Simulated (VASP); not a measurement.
Write the native input for VASP 6.6.1 that does the following.

```
Task                   : single point
Functional             : PBE
Potentials or basis    : VASP PAW PBE potentials, release 64 (Ca_sv, O)
Cutoff                 : 520 eV
k mesh                 : 9 × 9 × 4
Occupations            : gaussian, width 0.01 eV
Spin                   : no spin polarisation
Dipole correction      : no
Further INCAR settings : ALGO = Normal; EDIFF = 1e-07; NBANDS = 24
```

The structure of CaO lies in POSCAR:

```
CaO
1.0
    3.3458192744      0.0000000000      0.0000000000
   -1.6729096372      2.8975644881      0.0000000000
    0.0000000000      0.0000000000      5.8673173334
Ca O
2 2
Direct
    0.0000000000      0.0000000000      0.0000000000
    0.0000000000      0.0000000000      0.5000000000
    0.3333333333      0.6666666667      0.2500000000
    0.6666666667      0.3333333333      0.7500000000
```

One way to write it, as run:

INCAR

```
SYSTEM = CaO
PREC = Accurate ; ENCUT = 520
EDIFF = 1E-7 ; ISMEAR = 0
SIGMA = 0.01 ; LREAL = .FALSE.
LASPH = .TRUE. ; NELM = 100
ALGO = Normal ; ISIF = 2
LWAVE = .FALSE. ; LCHARG = .FALSE.
GGA = PE ; NBANDS = 24
```

KPOINTS

```
Automatic mesh
0
G
  9 9 4
  0 0 0
```

Potentials or basis: VASP PAW PBE potentials, release 64 (Ca_sv, O).

Command:

```console
$ cat potpaw_PBE.64/Ca_sv/POTCAR potpaw_PBE.64/O/POTCAR > POTCAR
$ mpirun -np 1 vasp_std > vasp.out
```

It gave:

The pressure is 0.6 GPa and the band gap on the k mesh is 3.78 eV, direct.

Run time: 63 s on 1 thread of Intel Xeon 6975P-C (shared host), peak memory 0.2 GiB.
